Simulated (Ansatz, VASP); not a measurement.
# One calculation of Ti, two programs

```
Ti
1.0
     0.00000    1.86760    2.03000
     1.86760    0.00000    2.03000
     1.86760    1.86760    0.00000
Ti
1
Direct
  0.00000 0.00000 0.00000
```

Change from the starting cell: strain -0.080 along x and y, +0.000 along z, atoms carried along.

Alike in both runs: task single point; functional r2SCAN; k mesh 20 × 20 × 20; occupations gaussian, width 0.15 eV; no spin polarisation.

```csv
,VASP,Ansatz
version,VASP 6.6.1,Ansatz 0.2.0
potentials or method,"VASP PAW PBE potentials, release 64 (Ti_sv), cutoff 520 eV","scalar-relativistic, plane waves, PAW"
valence electrons in the cell,12,12
```

```tsv
	VASP	Ansatz	Ansatz less VASP
gap on the k mesh at the Fermi level (eV)	none	none	-
pressure (GPa)	31.9	31.1	-0.80
traceless stress, the component that is largest in VASP (GPa)	-0.93	-0.86	+0.068
```

VASP's potentials were made for PBE, not for r2SCAN. A gap of «none» marks a metal or a gap that the smearing closes. Both programs put the cell under a high pressure, so it lies far from rest at this level. With one functional, cell and mesh, what is left measures potentials, basis and numerics.
